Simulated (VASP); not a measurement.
# La (P6_3/mmc) in VASP: further runs

La is run at these levels: PBEsol; tasks: relaxation of cell and atoms.

Everything below comes from runs of VASP 6.6.1. Logs are shortened: lines on timing, memory, paths and dates and some standing lists are left out, and cuts for length are marked.

**1. The cell of the first run**

Symmetry: P6_3/mmc, No. 194, hexagonal system. Conventional cell: a = 3.750 Å, b = 3.750 Å, c = 6.070 Å, α = 90.00°, β = 90.00°, γ = 120.00°. Within 4.9 Å of La (site symmetry -6m2) lie 12 La at 3.73 to 3.75 Å.

**2. Relaxation of cell and atoms, PBEsol**

INCAR reads:

```
ALGO     = Fast           # electronic algorithm
EDIFF    = 1E-7           # SCF threshold, eV
EDIFFG   = -0.01          # ionic threshold
ENCUT    = 600            # plane-wave cutoff, eV
GGA      = PS             # functional
IBRION   = 2              # ionic algorithm
ISIF     = 3              # what is computed and relaxed
ISMEAR   = -1             # smearing method
LASPH    = T              # aspherical terms in the spheres
LCHARG   = F              # write CHGCAR
LREAL    = F              # projectors in reciprocal space
LWAVE    = F              # write WAVECAR
NELM     = 60             # most SCF steps
NSW      = 60             # ionic steps
PREC     = Accurate       # precision mode
SIGMA    = 0.05           # smearing width, eV
```

KPOINTS reads:

```
k-points
0
Gamma
  8 8 5
```

POSCAR reads:

```
La
1.0
    3.7500000000      0.0000000000      0.0000000000
   -1.8750000000      3.2475952642      0.0000000000
    0.0000000000      0.0000000000      6.0700000000
La
2
Direct
    0.6666666667      0.3333333333      0.7500000000
    0.3333333333      0.6666666667      0.2500000000
```

Potentials or basis: VASP PAW PBE potentials, release 64 (La).

The run is started by

```bash
> cat potpaw_PBE.64/La/POTCAR > POTCAR
> mpirun -np 1 vasp_std > vasp.out
```

OUTCAR:

```text
EDIFF = 1E-7
   EDIFFG = -0.01
   ENCUT = 600
   GGA = PS
   IBRION = 2
   ISIF = 3
   ISMEAR = -1
   LASPH = T
   LREAL = F
   NELM = 60
   NSW = 60
   PREC = Accurate

 ion  position               nearest neighbor table
   1  0.667  0.333  0.750-
   2  0.333  0.667  0.250-

  LATTYP: Found a hexagonal cell.
 ALAT       =     3.7500000000
 C/A-ratio  =     1.6186666667

  Lattice vectors:

 A1 = (   3.7500000000,   0.0000000000,   0.0000000000)
 A2 = (  -1.8750000000,   3.2475952642,   0.0000000000)
 A3 = (   0.0000000000,   0.0000000000,   6.0700000000)

Analysis of symmetry for initial positions (statically):
=====================================================================
 Subroutine PRICEL returns:
 Original cell was already a primitive cell.

 Routine SETGRP: Setting up the symmetry group for a
 hexagonal supercell.

 Subroutine GETGRP returns: Found 24 space group operations
 (whereof 12 operations were pure point group operations)
 out of a pool of 24 trial point group operations.

The static configuration has the point symmetry D_3d.
 The point group associated with its full space group is D_6h.

Analysis of symmetry for dynamics (positions and initial velocities):
=====================================================================
 Subroutine PRICEL returns:
 Original cell was already a primitive cell.

 Routine SETGRP: Setting up the symmetry group for a
 hexagonal supercell.

 Subroutine GETGRP returns: Found 24 space group operations
 (whereof 12 operations were pure point group operations)
 out of a pool of 24 trial point group operations.

The dynamic configuration has the point symmetry D_3d.
 The point group associated with its full space group is D_6h.

 Subroutine INISYM returns: Found 24 space group operations
 (whereof 12 operations are pure point group operations),
 and found     1 'primitive' translations

----------------------------------------------------------------------------------------

                                     Primitive cell

  volume of cell :      73.9234

  direct lattice vectors                    reciprocal lattice vectors
     3.750000000  0.000000000  0.000000000     0.266666667  0.153960072  0.000000000
    -1.875000000  3.247595264  0.000000000     0.000000000  0.307920144  0.000000000
     0.000000000  0.000000000  6.070000000     0.000000000  0.000000000  0.164744646

  length of vectors
     3.750000000  3.750000000  6.070000000     0.307920144  0.307920144  0.164744646

  position of ions in fractional coordinates (direct lattice)
     0.666666667  0.333333333  0.750000000
     0.333333333  0.666666667  0.250000000

  ion indices of the primitive-cell ions
   primitive index   ion index
                 1           1
                 2           2

----------------------------------------------------------------------------------------

 KPOINTS: k-points

Automatic generation of k-mesh.
 Grid dimensions read from file:
 generate k-points for:    8    8    5

 Generating k-lattice:

  Cartesian coordinates                     Fractional coordinates (reciprocal lattice)
     0.033333333  0.019245009  0.000000000     0.125000000  0.000000000  0.000000000
     0.000000000  0.038490018  0.000000000     0.000000000  0.125000000  0.000000000
     0.000000000  0.000000000  0.032948929     0.000000000  0.000000000  0.200000000

  Length of vectors
     0.038490018  0.038490018  0.032948929

  Shift w.r.t. Gamma in fractional coordinates (k-lattice)
     0.000000000  0.000000000  0.000000000

 Subroutine IBZKPT returns following result:
 ===========================================

 Found     30 irreducible k-points:

 Following reciprocal coordinates:
            Coordinates               Weight
  0.000000  0.000000  0.000000      1.000000
  0.125000  0.000000  0.000000      6.000000
  0.250000  0.000000  0.000000      6.000000
  0.375000 -0.000000  0.000000      6.000000
  0.500000  0.000000  0.000000      3.000000
  0.125000  0.125000  0.000000      6.000000
[... 16 lines left out ...]
  0.250000  0.000000  0.400000     12.000000
  0.375000 -0.000000  0.400000     12.000000
 [... further k-points ...]
   k-points           NKPTS =     30   k-points in BZ     NKDIM =     30   number of bands    NBANDS=     15
   number of dos      NEDOS =    301   number of ions     NIONS =      2
   total plane-waves  NPLWV =  43200
   dimension x,y,z NGX =    30 NGY =   30 NGZ =   48
   dimension x,y,z NGXF=    60 NGYF=   60 NGZF=   96
   ions per type =               2
   NGX,Y,Z   is equivalent  to a cutoff of  13.30, 13.30, 13.15 a.u.
   NGXF,Y,Z  is equivalent  to a cutoff of  26.60, 26.60, 26.29 a.u.
 SYSTEM =  unknown system
   PREC   = accura    normal or accurate (medium, high low for compatibility)
   ISTART =      0    job   : 0-new  1-cont  2-samecut
   ICHARG =      2    charge: 1-file 2-atom 10-const
   ISPIN  =      1    spin polarized calculation?
   LNONCOLLINEAR =      F non collinear calculations
   LSORBIT =      F    spin-orbit coupling
   LASPH  =      T    aspherical Exc in radial PAW
   ENCUT  =  600.0 eV  44.10 Ry    6.64 a.u.   7.49  7.49 12.12*2*pi/ulx,y,z
   NELM   =     60;   NELMIN=  2; NELMDL= -5     # of ELM steps
   EDIFF  = 0.1E-06   stopping-criterion for ELM
   LREAL  =      F    real-space projection
   EDIFFG = -.1E-01   stopping-criterion for IOM
   NSW    =     60    number of steps for IOM
   IBRION =      2    ionic relax: 0-MD 1-quasi-New 2-CG
   NFREE  =      1    steps in history (QN), initial steepest desc. (CG)
   ISIF   =      3    stress and relaxation
   ISYM   =      2    0-nonsym 1-usesym 2-fastsym
   POTIM  = 0.5000    time-step for ionic-motion
   TEBEG  =    0.0;   TEEND  =   0.0 temperature during run
   PSTRESS=    0.0 pullay stress
   NELECT =      22.0000    total number of electrons
   NUPDOWN=      -1.0000    fix difference up-down
   EMIN   =  10.00;   EMAX   =-10.00  energy-range for DOS
   EFERMI =   0.00;   METHOD = LEGACY
   ISMEAR =    -1;   SIGMA  =   0.05  broadening in eV -4-tet -1-fermi 0-gaus
   EFERMI_NEDOS =   21; number of points for ismear=-14 and -15
   IALGO  =     68    algorithm
   IMIX   =      4    mixing-type and parameters
     AMIX     =   0.40;   BMIX     =  1.00
     AMIX_MAG =   1.60;   BMIX_MAG =  1.00
  volume/ion in A,a.u.               =      36.96       249.43
  Fermi-wavevector in a.u.,A,eV,Ry     =   1.093004  2.065478 16.254307  1.194658
  Thomas-Fermi vector in A             =   2.229281
   LORBIT       =      0    0 simple, 1 ext, 2 COOP (PROOUT), +10 PAW based schemes
   GGA     = PS    functional components
   LHFCALC =     F    Hartree Fock is set to
   AEXX    =    0.0000 exact exchange contribution
   IVDW    =     0    specifies the selected vdW correction
   LEPSILON=     F    determine dielectric tensor
   LRPA    =     F    only Hartree local field effects (RPA)
 conjugate gradient relaxation of ions
 non-spin polarized calculation
 RMM-DIIS sequential band-by-band and
  energy-cutoff  :      600.00
  volume of cell :       73.92
 maximum number of plane-waves:      2503
 NGX is ok and might be reduce to    30
   NGX = 15   NGY = 15   NGZ = 25

--------------------------------------- Ionic step        1  -------------------------------------------

 number of electron      21.9999997 magnetization

 Free energy of the ion-electron system (eV)
  ---------------------------------------------------
  ext. energy  EPLUGINS =         0.00000000
  ---------------------------------------------------
  free energy    TOTEN  =       -10.59738622 eV

  energy without entropy =      -10.56118071  energy(sigma->0) =      -10.57928347

------------------------ aborting loop EDIFF was not reached (unconverged)  ----------------------------

  FORCE on cell =-STRESS in cart. coord.  units (eV):
  Direction    XX          YY          ZZ          XY          YZ          ZX
  --------------------------------------------------------------------------------------
  -------------------------------------------------------------------------------------
  Total       -0.6156238     -0.6156238     -0.7500621      0.0000000     -0.0000000     -0.0000000
  in kB      -13.3427134    -13.3427134    -16.2564586      0.0000000     -0.0000000     -0.0000000
  external PRESSURE =     -14.3139618 kB  Pullay stress =       0.0000000 kB
[... 23 lines left out ...]
--------------------------------------- Ionic step        2  -------------------------------------------

 number of electron      22.0000000 magnetization

------------------------ aborting loop because EDIFF is reached ----------------------------------------

  FORCE on cell =-STRESS in cart. coord.  units (eV):
  Direction    XX          YY          ZZ          XY          YZ          ZX
  --------------------------------------------------------------------------------------
  -------------------------------------------------------------------------------------
  Total       -0.1107867     -0.1107867     -0.1237600      0.0000000      0.0000000      0.0000000
  in kB       -2.5196530     -2.5196530     -2.8147080      0.0000000      0.0000000      0.0000000
  external PRESSURE =      -2.6180046 kB  Pullay stress =       0.0000000 kB
[... 23 lines left out ...]
--------------------------------------- Ionic step        3  -------------------------------------------

 number of electron      22.0000001 magnetization

 Free energy of the ion-electron system (eV)
  ---------------------------------------------------
  ext. energy  EPLUGINS =         0.00000000
  ---------------------------------------------------
  free energy    TOTEN  =       -10.61667385 eV

  energy without entropy =      -10.58093930  energy(sigma->0) =      -10.59880657

 E-fermi :   8.3394     XC(G=0):  -9.9454

 val. band max:        8.3050526120   @ k =   0.2500   0.2500   0.4000
 cond. band min:       8.3405054708   @ k =   0.2500   0.2500   0.0000
 fundamental gap:      0.0354528588
 Fermi energy:         8.3393641461

 k-point     1 :       0.0000    0.0000    0.0000
  band No.  band energies     occupation
      1     -24.4203      2.00000
      2     -24.1555      2.00000
      3      -8.9075      2.00000
      4      -7.4507      2.00000
      5      -7.4507      2.00000
      6      -7.2230      2.00000
      7      -7.2230      2.00000
      8      -7.1896      2.00000
      9       5.1477      2.00000
     10       6.4758      2.00000
     11       9.4723      0.00000
     12       9.6907      0.00000
     13       9.6908      0.00000
     14       9.9890      0.00000
[... 401 lines left out ...]
      2     -24.1323      2.00000
      3      -8.7054      2.00000
      4      -8.5959      2.00000
      5      -7.7789      2.00000
      6      -7.6493      2.00000
      7      -7.5536      2.00000
      8      -7.5297      2.00000
      9       6.5733      2.00000
     10       6.9395      2.00000
     11       7.8823      1.99979
     12       8.2754      1.56466
     13       9.8059      0.00000
     14      10.1073      0.00000
     15      10.1794      0.00000

 [... further k-points ...]

------------------------ aborting loop because EDIFF is reached ----------------------------------------

  FORCE on cell =-STRESS in cart. coord.  units (eV):
  Direction    XX          YY          ZZ          XY          YZ          ZX
  --------------------------------------------------------------------------------------
  -------------------------------------------------------------------------------------
  Total       -0.0100812     -0.0100812      0.0095407      0.0000000     -0.0000000      0.0000000
  in kB       -0.2316345     -0.2316345      0.2192159      0.0000000     -0.0000000      0.0000000
  external PRESSURE =      -0.0813510 kB  Pullay stress =       0.0000000 kB
[... 17 lines left out ...]
  FREE ENERGIE OF THE ION-ELECTRON SYSTEM (eV)
  ---------------------------------------------------
  free  energy   TOTEN  =       -10.6166738460 eV

  energy  without entropy=      -10.5809392954  energy(sigma->0) =      -10.59880657

 reached required accuracy - stopping structural energy minimisation
```

Run time: 5.2 min. Hardware: 1 thread of Intel Xeon Platinum 8488C (Sapphire Rapids), shared host; peak memory 0.24 GiB.

What came out:

* Free energy: -10.6167 eV
* Relaxed volume: 34.86 Å³/atom
* Relaxed cell: a = 3.683 Å, b = 3.683 Å, c = 5.937 Å, α = 90.00°, β = 90.00°, γ = 120.00°
* Space group after relaxing (to 0.1 Å): P6_3/mmc (No. 194)
* Energy gained by relaxing: 9.6 meV/atom
* Ionic steps: 3
* Pressure after relaxing: 0.0 GPa
* Band gap on the k mesh: zero (bands 11 and 12 overlap by 1.38 eV)

The path:
```
step  energy change (eV)  largest force (eV/Å)  pressure (GPa)  volume (Å³)
   1              0.0000                0.0000           -1.43        73.92
   2             -0.0187                0.0000           -0.26        70.45
   3             -0.0193                0.0000           -0.01        69.73
```

Final structure:
```
CELL_PARAMETERS angstrom
3.68262 0.00000 0.00000
-1.84131 3.18924 0.00000
0.00000 0.00000 5.93711
ATOMIC_POSITIONS crystal
La 0.66667 0.33333 0.75000
La 0.33333 0.66667 0.25000
```

Caveat: the PAW data sets were made with another functional, which shifts forces and pressure a little; spin-orbit coupling is left out, which moves the levels of the heavy elements.

**3. Relaxation of cell and atoms, PBEsol, target pressure 2 GPa, at which the enthalpy is minimised**

INCAR reads:

```
SYSTEM = La
PREC = Accurate
ENCUT = 600
EDIFF = 1E-6
ISMEAR = -1
SIGMA = 0.05
LREAL = .FALSE.
LASPH = .TRUE.
NELM = 100
ALGO = Normal
ISIF = 3
LWAVE = .FALSE.
LCHARG = .FALSE.
GGA = PS
IBRION = 2
NSW = 60
EDIFFG = -0.01
PSTRESS = 20.0
```

KPOINTS reads:

```
regular mesh
0
G
  8 8 5
  0 0 0
```

POSCAR is that of step 2.

Potentials or basis: VASP PAW PBE potentials, release 64 (La).

The run is started by

```bash
> cat potpaw_PBE.64/La/POTCAR > POTCAR
> mpirun -np 1 vasp_std > vasp.out
```

OUTCAR:

```text
SYSTEM = La
   PREC = Accurate
   ENCUT = 600
   EDIFF = 1E-6
   ISMEAR = -1
   LREAL = .FALSE.
   LASPH = .TRUE.
   NELM = 100
   ISIF = 3
   GGA = PS
   IBRION = 2
   NSW = 60
   EDIFFG = -0.01
   PSTRESS = 20.0

 ion  position               nearest neighbor table
   1  0.667  0.333  0.750-
   2  0.333  0.667  0.250-

  LATTYP: Found a hexagonal cell.
 ALAT       =     3.7500000000
 C/A-ratio  =     1.6186666667

  Lattice vectors:

 A1 = (   3.7500000000,   0.0000000000,   0.0000000000)
 A2 = (  -1.8750000000,   3.2475952642,   0.0000000000)
 A3 = (   0.0000000000,   0.0000000000,   6.0700000000)

Analysis of symmetry for initial positions (statically):
=====================================================================
 Subroutine PRICEL returns:
 Original cell was already a primitive cell.

 Routine SETGRP: Setting up the symmetry group for a
 hexagonal supercell.

 Subroutine GETGRP returns: Found 24 space group operations
 (whereof 12 operations were pure point group operations)
 out of a pool of 24 trial point group operations.

The static configuration has the point symmetry D_3d.
 The point group associated with its full space group is D_6h.

Analysis of symmetry for dynamics (positions and initial velocities):
=====================================================================
[... 165 lines left out ...]
 cond. band min:       7.7852786775   @ k =   0.3750   0.2500   0.2000
 fundamental gap:      0.0501638731
 Fermi energy:         7.7625372224

 k-point     1 :       0.0000    0.0000    0.0000
  band No.  band energies     occupation
      1     -25.0669      2.00000
      2     -24.8596      2.00000
      3      -9.4154      2.00000
      4      -8.1851      2.00000
      5      -8.1851      2.00000
      6      -7.9952      2.00000
      7      -7.9952      2.00000
      8      -7.9706      2.00000
      9       4.5260      2.00000
     10       5.9764      2.00000
     11       8.8711      0.00000
     12       9.0949      0.00000
     13       9.0949      0.00000
     14       9.3365      0.00000
[... 524 lines left out ...]
  energy  without entropy=      -10.5551755946  energy(sigma->0) =      -10.57144571

  enthalpy is  TOTEN    =        -9.7800887577 eV   P V=        0.8076270701

[... ionic steps 4 to 12 ...]

--------------------------------------- Ionic step       13  -------------------------------------------

 number of electron      21.9999999 magnetization

------------------------ aborting loop because EDIFF is reached ----------------------------------------
[... 71 lines left out ...]
--------------------------------------- Ionic step       15  -------------------------------------------

 number of electron      21.9999999 magnetization

 Free energy of the ion-electron system (eV)
  ---------------------------------------------------
  ext. energy  EPLUGINS =         0.00000000
  ---------------------------------------------------
  free energy    TOTEN  =       -10.58529346 eV

  energy without entropy =      -10.55279772  energy(sigma->0) =      -10.56904559

 E-fermi :   9.1723     XC(G=0): -10.2849

 val. band max:        9.1657572962   @ k =   0.2500   0.2500   0.4000
 cond. band min:       9.2202858511   @ k =   0.1250   0.1250   0.4000
 fundamental gap:      0.0545285549
 Fermi energy:         9.1723224170

 k-point     1 :       0.0000    0.0000    0.0000
  band No.  band energies     occupation
      1     -23.5159      2.00000
      2     -23.1826      2.00000
      3      -8.1731      2.00000
      4      -6.3339      2.00000
      5      -6.3339      2.00000
      6      -6.1094      2.00000
      7      -6.0790      2.00000
      8      -6.0790      2.00000
      9       6.0933      2.00000
     10       7.2532      2.00000
     11      10.2382      0.00000
     12      10.6185      0.00000
     13      10.6185      0.00000
     14      10.8931      0.00000
[... 448 lines left out ...]
  energy  without entropy=      -10.5527977220  energy(sigma->0) =      -10.56904559

  enthalpy is  TOTEN    =        -9.7817465288 eV   P V=        0.8035469308

 reached required accuracy - stopping structural energy minimisation
```

Wall time 5.2 min (1 thread of Intel Xeon Platinum 8488C (Sapphire Rapids), shared host); peak memory 0.22 GiB.

What came out:

```
Free energy                                                : -10.5853 eV
Relaxed volume                                             : 32.19 Å³/atom
Relaxed cell                                               : a = 3.561 Å, b = 3.561 Å, c = 5.861 Å, α = 90.00°, β = 90.00°, γ = 120.00°
Space group after relaxing (to 0.1 Å)                      : P6_3/mmc (No. 194)
Energy change on relaxing (the run minimises the enthalpy) : +6.1 meV/atom
Ionic steps                                                : 15
Pressure after relaxing                                    : 2.0 GPa
Band gap on the k mesh                                     : zero (bands 11 and 12 overlap by 1.49 eV)
```

Step by step:
| step | energy change (eV) | largest force (eV/Å) | pressure (GPa) | volume (Å³) |
| --- | --- | --- | --- | --- |
| 1 | 0.0000 | 0.0000 | -1.43 | 73.92 |
| 2 | -0.0018 | 0.0000 | 1.50 | 65.78 |
| 3 | 0.0097 | 0.0000 | 1.95 | 64.70 |
| 4 | 0.0119 | 0.0000 | 1.99 | 64.52 |
| 5 | 0.0119 | 0.0000 | 1.94 | 64.45 |
| 6 | 0.0121 | 0.0000 | 1.92 | 64.41 |
| 7 | 0.0126 | 0.0000 | 2.04 | 64.34 |
| 8 | 0.0130 | 0.0000 | 1.96 | 64.30 |
| 9 | 0.0139 | 0.0000 | 2.05 | 64.24 |
| 10 | 0.0135 | 0.0000 | 2.07 | 64.26 |
| 11 | 0.0133 | 0.0000 | 2.03 | 64.28 |
| 12 | 0.0131 | 0.0000 | 2.05 | 64.29 |
| 13 | 0.0132 | 0.0000 | 2.07 | 64.29 |
| 14 | 0.0108 | 0.0000 | 1.92 | 64.48 |
| 15 | 0.0121 | 0.0000 | 2.02 | 64.37 |

Final structure:
```
La
1.0
     3.56111    0.00000    0.00000
    -1.78056    3.08402    0.00000
     0.00000    0.00000    5.86124
La
2
Cartesian
  1.7806 1.0280 4.3959
  0.0000 2.0560 1.4653
```

Caveat: the cell is relaxed towards a set pressure, so the run minimises the enthalpy, not the energy; the PAW data sets were made with another functional, which shifts forces and pressure a little; spin-orbit coupling is left out, which moves the levels of the heavy elements.

(Part 1 of 2 ends here.)

The gap in the log of VASP goes by the Fermi energy; the results here count the filled bands.